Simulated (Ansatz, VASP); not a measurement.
## Re: VASP beside Ansatz

```xyz
4
Lattice="2.7505 0.0000 0.0000 -1.3753 2.3820 0.0000 0.0000 0.0000 8.9832" Properties=species:S:1:pos:R:3 pbc="T T T"
Re    0.0000    0.0000    0.0000
Re    0.0000    0.0000    4.4916
Re    0.0000    1.5880    2.2458
Re    1.3753    0.7940    6.7374
```

Alike in both runs: task relaxation of cell and atoms; functional revPBE; k mesh 13 × 13 × 4; occupations fermi-dirac, width 0.1 eV; no spin polarisation.

|  | VASP | Ansatz |
| --- | --- | --- |
| version | VASP 6.6.1 | Ansatz 0.2.0 |
| potentials or method | VASP PAW PBE potentials, release 64 (Re), cutoff 600 eV | plane waves (420 eV) with PAW, scalar-relativistic |
| valence electrons in the cell | 28 | 60 |

```csv
,VASP,Ansatz,Ansatz less VASP
relaxed volume (Å³/atom),15.04,15.06,+0.024
relaxed cell length with the largest relative difference (Å),8.969,8.975,+0.0060
```

VASP's potentials were made for PBE, not for revPBE. VASP's potentials hold 28 valence electrons a cell and Ansatz's 60, so a difference there can come from the potentials and not from the codes.

Spin-orbit coupling is off throughout. Noted on VASP's run: too few bands were computed for a metal, which touches its energy and stress.
